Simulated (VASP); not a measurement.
# CdO2 (Fm-3m) in VASP: further runs

Runs on CdO2. Level: PBEsol. Tasks: single point, relaxation of cell and atoms.

Everything below comes from runs of VASP 6.6.1. Logs are shortened: lines on timing, memory, paths and dates and some standing lists are left out, and cuts for length are marked.

**1. The cell of the first run**

The structure is cubic, space group Fm-3m (No. 225). The conventional cell has a = 5.254 Å, b = 5.254 Å, c = 5.254 Å, α = 90.00°, β = 90.00°, γ = 90.00°. Cd (site symmetry m-3m) has 8 O at 2.28 Å within 3.0 Å. Within 3.0 Å of O (site symmetry -43m) lie 4 Cd at 2.28 Å and 6 O at 2.63 Å.

**2. Single point, PBEsol**

INCAR

```
PREC = Accurate
ENCUT = 520
EDIFF = 1E-7
ISMEAR = -1
SIGMA = 0.03
LREAL = F
LASPH = T
NELM = 80
ALGO = Normal
ISIF = 2
LWAVE = F
LCHARG = T
GGA = PS
LELF = T
LVHAR = T
NBANDS = 19
```

KPOINTS

```
regular mesh
0
Gamma
  6 6 6
```

POSCAR

```
CdO2
1.0
    0.0000000000      2.6271891128      2.6271891128
    2.6271891128      0.0000000000      2.6271891128
    2.6271891128      2.6271891128      0.0000000000
Cd O
1 2
Direct
    0.0000000000      0.0000000000      0.0000000000
    0.7500000000      0.7500000000      0.7500000000
    0.2500000000      0.2500000000      0.2500000000
```

Potentials or basis: VASP PAW PBE potentials, release 64 (Cd, O).

Command:

```bash
> cat potpaw_PBE.64/Cd/POTCAR potpaw_PBE.64/O/POTCAR > POTCAR
> mpirun -np 1 vasp_std > vasp.out
```

OUTCAR:

```text
PREC = Accurate
   ENCUT = 520
   EDIFF = 1E-7
   ISMEAR = -1
   LREAL = F
   LASPH = T
   NELM = 80
   ISIF = 2
   GGA = PS

 ion  position               nearest neighbor table
   1  0.000  0.000  0.000-   2 2.28   2 2.28   2 2.28   2 2.28   3 2.28   3 2.28   3 2.28   3 2.28

   2  0.750  0.750  0.750-   1 2.28   1 2.28   1 2.28   1 2.28
   3  0.250  0.250  0.250-   1 2.28   1 2.28   1 2.28   1 2.28

  LATTYP: Found a face centered cubic cell.
 ALAT       =     5.2543782256

  Lattice vectors:

 A1 = (   0.0000000000,   2.6271891128,   2.6271891128)
 A2 = (   2.6271891128,   0.0000000000,   2.6271891128)
 A3 = (   2.6271891128,   2.6271891128,   0.0000000000)

Analysis of symmetry for initial positions (statically):
=====================================================================
 Subroutine PRICEL returns:
 Original cell was already a primitive cell.

 Routine SETGRP: Setting up the symmetry group for a
 face centered cubic supercell.

 Subroutine GETGRP returns: Found 48 space group operations
 (whereof 48 operations were pure point group operations)
 out of a pool of 48 trial point group operations.

The static configuration has the point symmetry O_h .

Analysis of symmetry for dynamics (positions and initial velocities):
=====================================================================
 Subroutine PRICEL returns:
 Original cell was already a primitive cell.

 Routine SETGRP: Setting up the symmetry group for a
 face centered cubic supercell.

 Subroutine GETGRP returns: Found 48 space group operations
 (whereof 48 operations were pure point group operations)
 out of a pool of 48 trial point group operations.

The dynamic configuration has the point symmetry O_h .

 Subroutine INISYM returns: Found 48 space group operations
 (whereof 48 operations are pure point group operations),
 and found     1 'primitive' translations

----------------------------------------------------------------------------------------

                                     Primitive cell

  volume of cell :      36.2664

  direct lattice vectors                    reciprocal lattice vectors
     0.000000000  2.627189113  2.627189113    -0.190317476  0.190317476  0.190317476
     2.627189113  0.000000000  2.627189113     0.190317476 -0.190317476  0.190317476
     2.627189113  2.627189113  0.000000000     0.190317476  0.190317476 -0.190317476

  length of vectors
     3.715406474  3.715406474  3.715406474     0.329639537  0.329639537  0.329639537

  position of ions in fractional coordinates (direct lattice)
     0.000000000  0.000000000  0.000000000
     0.750000000  0.750000000  0.750000000
     0.250000000  0.250000000  0.250000000

  ion indices of the primitive-cell ions
   primitive index   ion index
                 1           1
                 2           2
                 3           3

----------------------------------------------------------------------------------------

 KPOINTS: regular mesh

Automatic generation of k-mesh.
 Grid dimensions read from file:
 generate k-points for:    6    6    6

 Generating k-lattice:

  Cartesian coordinates                     Fractional coordinates (reciprocal lattice)
    -0.031719579  0.031719579  0.031719579     0.166666667  0.000000000  0.000000000
     0.031719579 -0.031719579  0.031719579     0.000000000  0.166666667  0.000000000
     0.031719579  0.031719579 -0.031719579     0.000000000  0.000000000  0.166666667

  Length of vectors
     0.054939923  0.054939923  0.054939923

  Shift w.r.t. Gamma in fractional coordinates (k-lattice)
     0.000000000  0.000000000  0.000000000

 Subroutine IBZKPT returns following result:
 ===========================================

 Found     16 irreducible k-points:

 Following reciprocal coordinates:
            Coordinates               Weight
  0.000000  0.000000  0.000000      1.000000
  0.166667  0.000000  0.000000      8.000000
  0.333333  0.000000  0.000000      8.000000
  0.500000  0.000000  0.000000      4.000000
  0.166667  0.166667  0.000000      6.000000
  0.333333  0.166667  0.000000     24.000000
[... 8 lines left out ...]
 -0.333333  0.333333  0.166667     24.000000
 -0.333333  0.500000  0.166667     12.000000
   k-points           NKPTS =     16   k-points in BZ     NKDIM =     16   number of bands    NBANDS=     19
   number of dos      NEDOS =    301   number of ions     NIONS =      3
   total plane-waves  NPLWV =  21952
   dimension x,y,z NGX =    28 NGY =   28 NGZ =   28
   dimension x,y,z NGXF=    56 NGYF=   56 NGZF=   56
   ions per type =               1   2
   NGX,Y,Z   is equivalent  to a cutoff of  12.53, 12.53, 12.53 a.u.
   NGXF,Y,Z  is equivalent  to a cutoff of  25.06, 25.06, 25.06 a.u.
 SYSTEM =  unknown system
   PREC   = accura    normal or accurate (medium, high low for compatibility)
   ISTART =      0    job   : 0-new  1-cont  2-samecut
   ICHARG =      2    charge: 1-file 2-atom 10-const
   ISPIN  =      1    spin polarized calculation?
   LNONCOLLINEAR =      F non collinear calculations
   LSORBIT =      F    spin-orbit coupling
   LASPH  =      T    aspherical Exc in radial PAW
   ENCUT  =  520.0 eV  38.22 Ry    6.18 a.u.   6.91  6.91  6.91*2*pi/ulx,y,z
   NELM   =     80;   NELMIN=  2; NELMDL= -5     # of ELM steps
   EDIFF  = 0.1E-06   stopping-criterion for ELM
   LREAL  =      F    real-space projection
   EDIFFG = 0.1E-05   stopping-criterion for IOM
   NSW    =      0    number of steps for IOM
   IBRION =     -1    ionic relax: 0-MD 1-quasi-New 2-CG
   NFREE  =      0    steps in history (QN), initial steepest desc. (CG)
   ISIF   =      2    stress and relaxation
   ISYM   =      2    0-nonsym 1-usesym 2-fastsym
   POTIM  = 0.5000    time-step for ionic-motion
   TEBEG  =    0.0;   TEEND  =   0.0 temperature during run
   PSTRESS=    0.0 pullay stress
   NELECT =      24.0000    total number of electrons
   NUPDOWN=      -1.0000    fix difference up-down
   EMIN   =  10.00;   EMAX   =-10.00  energy-range for DOS
   EFERMI =   0.00;   METHOD = LEGACY
   ISMEAR =    -1;   SIGMA  =   0.03  broadening in eV -4-tet -1-fermi 0-gaus
   EFERMI_NEDOS =   21; number of points for ismear=-14 and -15
   IALGO  =     38    algorithm
   IMIX   =      4    mixing-type and parameters
     AMIX     =   0.40;   BMIX     =  1.00
     AMIX_MAG =   1.60;   BMIX_MAG =  1.00
  volume/ion in A,a.u.               =      12.09        81.58
  Fermi-wavevector in a.u.,A,eV,Ry     =   1.426627  2.695935 27.691474  2.035266
  Thomas-Fermi vector in A             =   2.546884
   LORBIT       =      0    0 simple, 1 ext, 2 COOP (PROOUT), +10 PAW based schemes
   GGA     = PS    functional components
   LHFCALC =     F    Hartree Fock is set to
   AEXX    =    0.0000 exact exchange contribution
   IVDW    =     0    specifies the selected vdW correction
   LEPSILON=     F    determine dielectric tensor
   LRPA    =     F    only Hartree local field effects (RPA)
 non-spin polarized calculation
  energy-cutoff  :      520.00
  volume of cell :       36.27
 maximum number of plane-waves:      1002
   NGX = 13   NGY = 13   NGZ = 13

 number of electron      24.0000001 magnetization

 Free energy of the ion-electron system (eV)
  ---------------------------------------------------
  ext. energy  EPLUGINS =         0.00000000
  ---------------------------------------------------
  free energy    TOTEN  =       -11.58377860 eV

  energy without entropy =      -11.56103947  energy(sigma->0) =      -11.57240903

 E-fermi :   0.7378     XC(G=0): -11.4453

 val. band max:        0.7355482541   @ k =  -0.1667   0.1667   0.0000
 cond. band min:       0.7668391885   @ k =   0.3333   0.1667   0.0000
 fundamental gap:      0.0312909344
 Fermi energy:         0.7378430334

 k-point     1 :       0.0000    0.0000    0.0000
  band No.  band energies     occupation
      1     -17.2179      2.00000
      2     -14.6581      2.00000
      3      -6.5418      2.00000
      4      -6.5418      2.00000
      5      -6.5418      2.00000
      6      -5.2185      2.00000
[... 11 lines left out ...]
     18      17.2359      0.00000
     19      18.9886      0.00000

 k-point     2 :       0.1667    0.0000    0.0000
  band No.  band energies     occupation
      1     -17.0307      2.00000
      2     -14.8772      2.00000
      3      -6.4287      2.00000
      4      -6.4287      2.00000
      5      -6.1040      2.00000
      6      -5.2459      2.00000
[... 11 lines left out ...]
     18      18.7815      0.00000
     19      18.7815      0.00000

 k-point     3 :       0.3333    0.0000    0.0000
  band No.  band energies     occupation
      1     -16.5553      2.00000
      2     -15.3661      2.00000
      3      -6.2323      2.00000
      4      -6.2323      2.00000
      5      -5.2183      2.00000
      6      -5.2183      2.00000
[... 11 lines left out ...]
     18      18.4335      0.00000
     19      18.4335      0.00000

 k-point     4 :       0.5000    0.0000    0.0000
  band No.  band energies     occupation
      1     -16.0836      2.00000
      2     -15.8221      2.00000
      3      -6.1661      2.00000
      4      -6.1661      2.00000
      5      -5.1361      2.00000
      6      -5.1361      2.00000
[... 11 lines left out ...]
     18      18.1834      0.00000
     19      18.1834      0.00000

 k-point     5 :       0.1667    0.1667    0.0000
  band No.  band energies     occupation
      1     -16.9726      2.00000
      2     -14.9337      2.00000
      3      -6.3638      2.00000
      4      -6.3638      2.00000
      5      -5.9976      2.00000
      6      -5.3770      2.00000
[... 11 lines left out ...]
     18      17.5355      0.00000
     19      19.2113      0.00000

 k-point     6 :       0.3333    0.1667    0.0000
  band No.  band energies     occupation
      1     -16.6094      2.00000
      2     -15.2862      2.00000
      3      -6.1524      2.00000
      4      -6.1509      2.00000
      5      -5.4881      2.00000
      6      -5.3093      2.00000
[... 11 lines left out ...]
     18      16.5052      0.00000
     19      19.2557      0.00000

 k-point     7 :       0.5000    0.1667    0.0000
  band No.  band energies     occupation
      1     -16.1233      2.00000
      2     -15.7351      2.00000
      3      -6.0743      2.00000
      4      -6.0201      2.00000
      5      -5.2876      2.00000
      6      -5.1429      2.00000
[... 11 lines left out ...]
     18      15.9209      0.00000
     19      18.8170      0.00000

 k-point     8 :      -0.3333    0.1667    0.0000
  band No.  band energies     occupation
      1     -16.2764      2.00000
      2     -15.5986      2.00000
      3      -6.1218      2.00000
      4      -6.0344      2.00000
      5      -5.3215      2.00000
      6      -5.1297      2.00000
[... 11 lines left out ...]
     18      16.6466      0.00000
     19      18.1201      0.00000

 k-point     9 :      -0.1667    0.1667    0.0000
  band No.  band energies     occupation
      1     -16.7528      2.00000
      2     -15.1614      2.00000
      3      -6.2730      2.00000
      4      -6.2508      2.00000
      5      -5.5608      2.00000
      6      -5.3556      2.00000
[... 11 lines left out ...]
     18      18.0260      0.00000
     19      18.2590      0.00000

 k-point    10 :       0.3333    0.3333    0.0000
  band No.  band energies     occupation
      1     -16.4206      2.00000
      2     -15.4112      2.00000
      3      -5.9081      2.00000
      4      -5.8735      2.00000
      5      -5.8735      2.00000
      6      -5.1046      2.00000
[... 11 lines left out ...]
     18      14.6540      0.00000
     19      19.8017      0.00000

 k-point    11 :       0.5000    0.3333    0.0000
  band No.  band energies     occupation
      1     -16.1252      2.00000
      2     -15.6435      2.00000
      3      -6.1095      2.00000
      4      -5.6731      2.00000
      5      -5.4901      2.00000
      6      -5.1299      2.00000
[... 11 lines left out ...]
     18      15.3582      0.00000
     19      20.1613      0.00000

 k-point    12 :      -0.3333    0.3333    0.0000
  band No.  band energies     occupation
      1     -15.9310      2.00000
      2     -15.8556      2.00000
      3      -6.0162      2.00000
      4      -5.7147      2.00000
      5      -5.3313      2.00000
      6      -5.1018      2.00000
[... 11 lines left out ...]
     18      15.4461      0.00000
     19      19.0075      0.00000

 k-point    13 :       0.5000    0.5000    0.0000
  band No.  band energies     occupation
      1     -16.1040      2.00000
      2     -15.6220      2.00000
      3      -6.3283      2.00000
      4      -5.4806      2.00000
      5      -5.4806      2.00000
      6      -5.0661      2.00000
[... 11 lines left out ...]
     18      15.5353      0.00000
     19      20.2278      0.00000

 k-point    14 :       0.5000    0.3333    0.1667
  band No.  band energies     occupation
      1     -16.2653      2.00000
      2     -15.5667      2.00000
      3      -6.0237      2.00000
      4      -5.8562      2.00000
      5      -5.5586      2.00000
      6      -5.1111      2.00000
[... 11 lines left out ...]
     18      15.6183      0.00000
     19      19.1508      0.00000

 k-point    15 :      -0.3333    0.3333    0.1667
  band No.  band energies     occupation
      1     -15.9268      2.00000
      2     -15.8598      2.00000
      3      -5.9645      2.00000
      4      -5.7395      2.00000
      5      -5.3443      2.00000
      6      -5.2166      2.00000
[... 11 lines left out ...]
     18      16.1204      0.00000
     19      18.9412      0.00000

 k-point    16 :      -0.3333    0.5000    0.1667
  band No.  band energies     occupation
      1     -15.9904      2.00000
      2     -15.7497      2.00000
      3      -6.0653      2.00000
      4      -5.4772      2.00000
      5      -5.3549      2.00000
      6      -5.3053      2.00000
[... 11 lines left out ...]
     18      16.1763      0.00000
     19      20.1121      0.00000

------------------------ aborting loop because EDIFF is reached ----------------------------------------

  FORCE on cell =-STRESS in cart. coord.  units (eV):
  Direction    XX          YY          ZZ          XY          YZ          ZX
  --------------------------------------------------------------------------------------
  -------------------------------------------------------------------------------------
  Total        0.4277197      0.4277197      0.4277197      0.0000000     -0.0000000      0.0000000
  in kB       18.8958233     18.8958233     18.8958233      0.0000000     -0.0000000      0.0000000
  external PRESSURE =      18.8958233 kB  Pullay stress =       0.0000000 kB

 VOLUME and BASIS-vectors are now :
 -----------------------------------------------------------------------------
  energy-cutoff  :      520.00
  volume of cell :       36.27
      direct lattice vectors                 reciprocal lattice vectors
     0.000000000  2.627189113  2.627189113    -0.190317476  0.190317476  0.190317476
     2.627189113  0.000000000  2.627189113     0.190317476 -0.190317476  0.190317476
     2.627189113  2.627189113  0.000000000     0.190317476  0.190317476 -0.190317476

 POSITION                                       TOTAL-FORCE (eV/Angst)
 -----------------------------------------------------------------------------------
      0.00000      0.00000      0.00000         0.000000      0.000000      0.000000
      3.94078      3.94078      3.94078         0.000000      0.000000      0.000000
      1.31359      1.31359      1.31359        -0.000000     -0.000000     -0.000000
 -----------------------------------------------------------------------------------
    total drift:                                0.000000      0.000000      0.000000

  FREE ENERGIE OF THE ION-ELECTRON SYSTEM (eV)
  ---------------------------------------------------
  free  energy   TOTEN  =       -11.5837785957 eV

  energy  without entropy=      -11.5610394732  energy(sigma->0) =      -11.57240903
```

It took 13 s on 1 thread of AMD EPYC 7R13 (Zen 3), shared host; peak memory 0.13 GiB.

Results:

| Quantity | Value |
| --- | --- |
| Free energy | -11.5838 eV |
| Pressure | 1.9 GPa |
| Band gap on the k mesh | zero (band 12 reaches 1.24 eV, above the bottom of band 13 at 0.26 eV) |

Levels at points of the mesh, in eV from the Fermi level:
| k point | band 9 | band 10 | band 11 | band 12 | band 13 | band 14 | band 15 | band 16 |
| --- | --- | --- | --- | --- | --- | --- | --- | --- |
| (0.00, 0.00, 0.00) | -0.66 | -0.66 | -0.48 | -0.48 | -0.48 | 3.78 | 11.15 | 11.15 |
| (0.50, 0.00, 0.00) | -2.56 | -2.03 | -2.03 | -0.23 | -0.23 | 7.85 | 9.27 | 14.06 |
| (0.50, 0.50, 0.00) | -3.67 | -3.67 | 0.11 | 0.50 | 0.50 | 7.75 | 10.01 | 11.16 |

Caveat: the PAW data sets were made with another functional, which shifts forces and pressure a little.

(Continued in part 2 of 2.)
